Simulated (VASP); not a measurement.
A run of VASP 6.6.1:

INCAR

```
PREC = Accurate
ENCUT = 520
EDIFF = 1E-6
ISMEAR = 0
SIGMA = 0.1
LREAL = False
LASPH = True
NELM = 60
ALGO = Fast
ISIF = 2
LWAVE = False
LCHARG = False
GGA = PS
NBANDS = 19
```

File KPOINTS:

```
Automatic mesh
0
Gamma
  15 15 8
```

Contents of POSCAR:

```
Zr
1.0
    3.1834573501      0.0000000028      0.0000000000
   -1.5917286775      2.7569549356      0.0000000000
    0.0000000000      0.0000000000      5.1175136734
Zr
2
Direct
    0.3333333333      0.6666666667      0.2500000000
    0.6666666667      0.3333333333      0.7500000000
```

Potentials or basis: VASP PAW PBE potentials, release 64 (Zr_sv).

Command:

```bash
$ cat potpaw_PBE.64/Zr_sv/POTCAR > POTCAR
$ mpirun -np 1 vasp_std > vasp.out
```

Hardware: 1 thread of AMD EPYC 7R13, with other jobs on the host.

Q: Estimate the wall time of this run.

A: Wall time 5.4 min on 1 thread of AMD EPYC 7R13, on a shared host, peak memory 0.19 GiB. Counts: scf iterations 19, k points 135.
